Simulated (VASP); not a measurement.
The system is FeNi3.

```
CELL_PARAMETERS angstrom
3.54500 0.00000 0.00000
0.00000 3.54500 0.00000
0.00000 0.00000 3.54500
ATOMIC_POSITIONS crystal
Fe 0.00000 0.00000 0.00000
Ni 0.00000 0.50000 0.50000
Ni 0.50000 0.00000 0.50000
Ni 0.50000 0.50000 0.00000
```

| Property | Result |
| --- | --- |
| Program | VASP 6.6.1 |
| Task | relaxation of cell and atoms |
| Functional | PBEsol |
| Potentials or basis | VASP PAW PBE potentials, release 64 (Fe, Ni) |
| Cutoff | 600 eV |
| k mesh | 6 × 6 × 6 |
| Occupations | gaussian, width 0.1 eV |
| Spin | collinear spin, ferromagnetic start |
| Starting moments | [3.2, 0.78, 0.78, 0.78] μB |

At the start: pressure -9.5 GPa; volume 11.14 Å³/atom.

Task: Where does the relaxation end?

Result: Over 3 steps the energy falls by 16.0 meV/atom and the volume is 10.63 Å³/atom (-4.6 %); space group Pm-3m (No. 221, to 0.05 Å); moment 4.86 μB per cell.

The path:
```csv
step,energy change (eV),largest force (eV/Å),pressure (GPa),volume (Å³)
1,0.0000,0.0000,-9.52,44.55
2,0.0144,0.0000,12.68,40.42
3,-0.0640,0.0000,-0.10,42.51
```

Final structure:
```xyz
4
Lattice="3.4901 0.0000 0.0000 0.0000 3.4901 0.0000 0.0000 0.0000 3.4901" Properties=species:S:1:pos:R:3 pbc="T T T"
Fe    0.0000    0.0000    0.0000
Ni    0.0000    1.7451    1.7451
Ni    1.7451    0.0000    1.7451
Ni    1.7451    1.7451    0.0000
```

Caveat: the PAW data sets were made with another functional, which shifts forces and pressure a little.
